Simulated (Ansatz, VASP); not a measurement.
## TiSi in VASP and in Ansatz

File INCAR:

```
PREC = Accurate ; ENCUT = 520
EDIFF = 1E-7 ; ISMEAR = 0
SIGMA = 0.15 ; LREAL = F
LASPH = T ; NELM = 80
ALGO = Normal ; ISIF = 2
LWAVE = F ; LCHARG = T
GGA = PS ; LELF = T
LVHAR = T ; NBANDS = 15
```

File KPOINTS:

```
Automatic mesh
0
Gamma
  12 12 10
```

Contents of POSCAR:

```
TiSi
1.0
    1.8026697260     -2.0662876281      0.0000000000
    1.8026697260      2.0662876281      0.0000000000
    0.0000000000      0.0000000000      3.7927044810
Ti Si
1 1
Direct
    0.5000000000      0.5000000000      0.0000000000
    0.0000000000      0.0000000000      0.5000000000
```

Input for Ansatz:

```yaml
crystal:
  lattice:
    - [1.8026697252, -2.066287628, 0.0]
    - [1.8026697252, 2.066287628, 0.0]
    - [0.0, 0.0, 3.7927044821]
  atoms:
    - { symbol: Ti, position: [0.5, 0.5, 0.0] }
    - { symbol: Si, position: [0.0, 0.0, 0.5] }
basis:
  ecutwfc: 420
kpoints:
  mp_grid: { grid: [12, 12, 10] }
hamiltonian:
  xc: pbesol
scf:
  occupations: { method: gaussian, width: 0.15 }
output:
  forces: true
  stress: true
  eigenvalues: true
  write_density: true
  write_potential: true
  elf: true
  volumetric_format: npy
```

Alike in both runs: task single point; functional PBEsol; k mesh 12 × 12 × 10; occupations gaussian, width 0.15 eV; no spin polarisation.

|  | VASP | Ansatz |
| --- | --- | --- |
| version | VASP 6.6.1 | Ansatz 0.2.0 |
| potentials or method | VASP PAW PBE potentials, release 64 (Ti_sv, Si), cutoff 520 eV | scalar-relativistic, plane waves, PAW |
| valence electrons in the cell | 16 | 16 |

```tsv
	VASP	Ansatz	Ansatz less VASP
gap on the k mesh at the Fermi level (eV)	none	none	-
pressure (GPa)	0.0	0.0	-0.04
traceless stress, the component that is largest in VASP (GPa)	-0.16	-0.08	+0.081
```

VASP's potentials were made for PBE, not for PBEsol. A gap of «none» marks a metal or a gap that the smearing closes. With one functional, cell and mesh, what is left measures potentials, basis and numerics.
